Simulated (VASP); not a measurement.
Write the native input for VASP 6.6.1 that does the following.

```yaml
Task: single point
Functional: PBE
Potentials_or_basis: VASP PAW PBE potentials, release 64 (Be, H)
Cutoff: 520 eV
k_mesh: 4 × 6 × 4
Occupations: gaussian, width 0.1 eV
Spin: no spin polarisation
Dipole_correction: no
Further_INCAR_settings: ALGO = Normal; EDIFF = 1e-06; NBANDS = 16
```

The structure of BeH lies in POSCAR:

```
BeH
1.0
    5.9889159645      0.0000000000      0.0000000000
    0.0000000000      2.2928982197      0.0000000000
    0.0000000000      0.0000000000      3.7998487955
Be H
4 4
Direct
    0.1387688764      0.2500000000      0.1235138788
    0.3612311236      0.7500000000      0.6235138788
    0.6387688764      0.2500000000      0.3764861212
    0.8612311236      0.7500000000      0.8764861212
   -0.1504880742      0.2500000000      0.5844988390
    0.6504880742      0.7500000000      0.0844988390
    0.3495119258      0.2500000000      0.9155011610
    1.1504880742      0.7500000000      0.4155011610
```

The input as run:

INCAR

```
PREC = Accurate ; ENCUT = 520
EDIFF = 1E-6 ; ISMEAR = 0
SIGMA = 0.1 ; LREAL = F
LASPH = T ; NELM = 60
ALGO = Normal ; ISIF = 2
LWAVE = F ; LCHARG = T
GGA = PE ; LELF = T
LVHAR = T ; NBANDS = 16
```

KPOINTS

```
regular mesh
0
Gamma
  4 6 4
```

Potentials or basis: VASP PAW PBE potentials, release 64 (Be, H).

Command:

```console
$ cat potpaw_PBE.64/Be/POTCAR potpaw_PBE.64/H/POTCAR > POTCAR
$ mpirun -np 1 vasp_std > vasp.out
```

It gave:

The pressure is 0.0 GPa, the largest force is 0.009 eV/Å and the band gap on the k mesh is zero (bands 6 and 7 overlap by 3.00 eV).

Caveat: the k points lie up to 0.46 Å⁻¹ apart, too coarse for converged energies and pressures of a metal.

It took 12 s on 1 thread of AMD EPYC 9R45 (Zen 5) (shared host), peak memory 0.14 GiB.
